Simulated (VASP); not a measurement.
# AlNi (P4/mmm) in VASP: a series of runs, part 2 of 3

VASP 6.6.1. Earlier steps stand in the parts before.

## 3. Single point, PBE

This run uses another cell than the first one, of the same volume but with other edges.

INCAR

```
PREC = Accurate
ENCUT = 520
EDIFF = 1E-7
ISMEAR = 0
SIGMA = 0.15
LREAL = F
LASPH = T
NELM = 80
ALGO = Fast
ISIF = 2
LWAVE = F
LCHARG = T
GGA = PE
LELF = T
LVHAR = T
NBANDS = 14
```

KPOINTS

```
Automatic mesh
0
Gamma
  18 18 18
```

POSCAR

```
AlNi
1.0
    2.6397460023      0.0000000000      0.0000000000
    0.0000000000      2.6397460023      0.0000000000
    0.0000000000      0.0000000000      3.4316698030
Al Ni
1 1
Direct
    0.0000000000      0.0000000000      0.0000000000
    0.5000000000      0.5000000000      0.5000000000
```

Potentials or basis: VASP PAW PBE potentials, release 64 (Al, Ni).

Started as:

```console
$ cat potpaw_PBE.64/Al/POTCAR potpaw_PBE.64/Ni/POTCAR > POTCAR
$ mpirun -np 1 vasp_std > vasp.out
```

OUTCAR:

```text
PREC = Accurate
   ENCUT = 520
   EDIFF = 1E-7
   ISMEAR = 0
   LREAL = F
   LASPH = T
   NELM = 80
   ISIF = 2
   GGA = PE

 ion  position               nearest neighbor table
   1  0.000  0.000  0.000-   2 2.54   2 2.54   2 2.54   2 2.54   2 2.54   2 2.54   2 2.54   2 2.54

   2  0.500  0.500  0.500-   1 2.54   1 2.54   1 2.54   1 2.54   1 2.54   1 2.54   1 2.54   1 2.54

  LATTYP: Found a simple tetragonal cell.
 ALAT       =     2.6397460023
 C/A-ratio  =     1.3000000000

  Lattice vectors:

 A1 = (   2.6397460023,   0.0000000000,   0.0000000000)
 A2 = (   0.0000000000,   2.6397460023,   0.0000000000)
 A3 = (   0.0000000000,   0.0000000000,   3.4316698030)

Analysis of symmetry for initial positions (statically):
=====================================================================
 Subroutine PRICEL returns:
 Original cell was already a primitive cell.

 Routine SETGRP: Setting up the symmetry group for a
 simple tetragonal supercell.

 Subroutine GETGRP returns: Found 16 space group operations
 (whereof 16 operations were pure point group operations)
 out of a pool of 16 trial point group operations.

The static configuration has the point symmetry D_4h.

Analysis of symmetry for dynamics (positions and initial velocities):
=====================================================================
 Subroutine PRICEL returns:
 Original cell was already a primitive cell.

 Routine SETGRP: Setting up the symmetry group for a
 simple tetragonal supercell.

 Subroutine GETGRP returns: Found 16 space group operations
 (whereof 16 operations were pure point group operations)
 out of a pool of 16 trial point group operations.

The dynamic configuration has the point symmetry D_4h.

 Subroutine INISYM returns: Found 16 space group operations
 (whereof 16 operations are pure point group operations),
 and found     1 'primitive' translations

----------------------------------------------------------------------------------------

                                     Primitive cell

[... 115 lines left out ...]
   GGA     = PE    functional components
   LHFCALC =     F    Hartree Fock is set to
   AEXX    =    0.0000 exact exchange contribution
   IVDW    =     0    specifies the selected vdW correction
   LEPSILON=     F    determine dielectric tensor
   LRPA    =     F    only Hartree local field effects (RPA)
 non-spin polarized calculation
 RMM-DIIS sequential band-by-band and
 Gauss-broadening in eV      SIGMA  =   0.15
  energy-cutoff  :      520.00
  volume of cell :       23.91
 maximum number of plane-waves:       676
 NGX is ok and might be reduce to    20

 number of electron      12.9999986 magnetization

 Free energy of the ion-electron system (eV)
  ---------------------------------------------------
  ext. energy  EPLUGINS =         0.00000000
  ---------------------------------------------------
  free energy    TOTEN  =       -10.37129404 eV

  energy without entropy =      -10.35775328  energy(sigma->0) =      -10.36452366

 E-fermi :  10.0485     XC(G=0): -12.0519

 val. band max:       10.0471802968   @ k =   0.5000   0.3333   0.2778
 cond. band min:      10.0495984447   @ k =   0.4444   0.2222   0.0556
 fundamental gap:      0.0024181479
 Fermi energy:        10.0484570296

 k-point     1 :       0.0000    0.0000    0.0000
  band No.  band energies     occupation
      1      -1.1764      2.00000
      2       6.4615      2.00000
      3       6.8456      2.00000
      4       8.4346      2.00000
      5       8.4346      2.00000
      6       8.9539      2.00000
      7      10.3617      0.00314
      8      15.1554      0.00000
      9      18.8956      0.00000
     10      18.8956      0.00000
     11      19.1281      0.00000
     12      25.7389      0.00000
     13      29.9473      0.00000
     14      29.9477      0.00000
[... 377 lines left out ...]
      1       1.4191      2.00000
      2       6.5022      2.00000
      3       7.1458      2.00000
      4       7.1842      2.00000
      5       8.3249      2.00000
      6       8.3560      2.00000
      7      10.8198      0.00000
      8      13.9584      0.00000
      9      16.2378      0.00000
     10      18.8196      0.00000
     11      20.7960      0.00000
     12      22.9322      0.00000
     13      25.1779      0.00000
     14      27.6695      0.00000

 [... further k-points ...]
[... 5 lines left out ...]
  --------------------------------------------------------------------------------------
  -------------------------------------------------------------------------------------
  Total        1.2035167      1.2035167     -0.6487692      0.0000000      0.0000000     -0.0000000
  in kB       80.6367367     80.6367367    -43.4681351      0.0000000      0.0000000     -0.0000000
  external PRESSURE =      39.2684461 kB  Pullay stress =       0.0000000 kB

 VOLUME and BASIS-vectors are now :
 -----------------------------------------------------------------------------
  energy-cutoff  :      520.00
  volume of cell :       23.91
      direct lattice vectors                 reciprocal lattice vectors
     2.639746002  0.000000000  0.000000000     0.378824326  0.000000000  0.000000000
     0.000000000  2.639746002  0.000000000     0.000000000  0.378824326  0.000000000
     0.000000000  0.000000000  3.431669803     0.000000000  0.000000000  0.291403328

 POSITION                                       TOTAL-FORCE (eV/Angst)
 -----------------------------------------------------------------------------------
      0.00000      0.00000      0.00000         0.000000      0.000000      0.000000
      1.31987      1.31987      1.71583         0.000000      0.000000      0.000000
 -----------------------------------------------------------------------------------
    total drift:                               -0.000000      0.000000      0.000000

  FREE ENERGIE OF THE ION-ELECTRON SYSTEM (eV)
  ---------------------------------------------------
  free  energy   TOTEN  =       -10.3712940355 eV

  energy  without entropy=      -10.3577532799  energy(sigma->0) =      -10.36452366
```

stdout:

```text
POSCAR found type information on POSCAR AlNi
 POSCAR found :  2 types and       2 ions
 scaLAPACK will be used
 LDA part: xc-table for (Slater+PW92), standard interpolation
 POSCAR, INCAR and KPOINTS ok, starting setup
 FFT: planning ... GRIDC
 FFT: planning ... GRID_SOFT
 FFT: planning ... GRID
 WAVECAR not read
 entering main loop
WARNING in EDDRMM: call to ZHEGV failed, returncode =   8  4     14
WARNING in EDDRMM: call to ZHEGV failed, returncode =   8  4     14
WARNING in EDDRMM: call to ZHEGV failed, returncode =   8  4     14
WARNING in EDDRMM: call to ZHEGV failed, returncode =   6  3     14
WARNING in EDDRMM: call to ZHEGV failed, returncode =   8  4     14
WARNING in EDDRMM: call to ZHEGV failed, returncode =   6  3     14
WARNING in EDDRMM: call to ZHEGV failed, returncode =   8  4     13
WARNING in EDDRMM: call to ZHEGV failed, returncode =   8  4     13
WARNING in EDDRMM: call to ZHEGV failed, returncode =   8  4     13
WARNING in EDDRMM: call to ZHEGV failed, returncode =   6  3     12
 num prob WARNING in EDDRMM: call to ZHEGV failed, returncode =   8  4     14
WARNING in EDDRMM: call to ZHEGV failed, returncode =   8  4     14
```

Run time: 80 s. Hardware: 1 thread of AMD EPYC 9R45 (Zen 5), shared host; peak memory 0.26 GiB.

Results:

| Quantity | Value |
| --- | --- |
| Free energy | -10.3713 eV |
| Pressure | 3.9 GPa |

Stress tensor (GPa, compression positive):
```
 8.06  0.00  0.00
 0.00  8.06  0.00
 0.00  0.00 -4.35
```

(Part 2 of 3 ends here.)
